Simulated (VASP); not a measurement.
Input of a VASP 6.6.1 run:

File INCAR:

```
  PREC = Accurate
  ENCUT = 500
  EDIFF = 1E-6
  ISMEAR = 0
  SIGMA = 0.01
  LREAL = F
  LASPH = T
  NELM = 120
  ALGO = Normal
  ISIF = 2
  LWAVE = F
  LCHARG = F
  GGA = PS
  NBANDS = 15
  GGA_COMPAT = F
```

The input KPOINTS:

```
regular mesh
0
Gamma
  6 6 6
```

Contents of POSCAR:

```
CsI
1.0
    3.9350957935      0.0000000000      0.0000000000
    0.0000000000      3.9350957935      0.0000000000
    0.0000000000      0.0000000000      3.9350957935
Cs I
1 1
Direct
    0.0000000000      0.0000000000      0.0000000000
    0.5000000000      0.5000000000      0.5000000000
```

Potentials or basis: VASP PAW PBE potentials, release 64 (Cs_sv, I).

Run with:

```sh
$ cat potpaw_PBE.64/Cs_sv/POTCAR potpaw_PBE.64/I/POTCAR > POTCAR
$ mpirun -np 1 vasp_std > vasp.out
```

Predict the band gap on the k mesh.

2.62 eV, direct.

What does it give for the pressure?

15.3 GPa.

Caveat: the PAW data sets were made with another functional, which shifts forces and pressure a little; spin-orbit coupling is left out, which moves the levels of the heavy elements. A k mesh can miss the band edges.
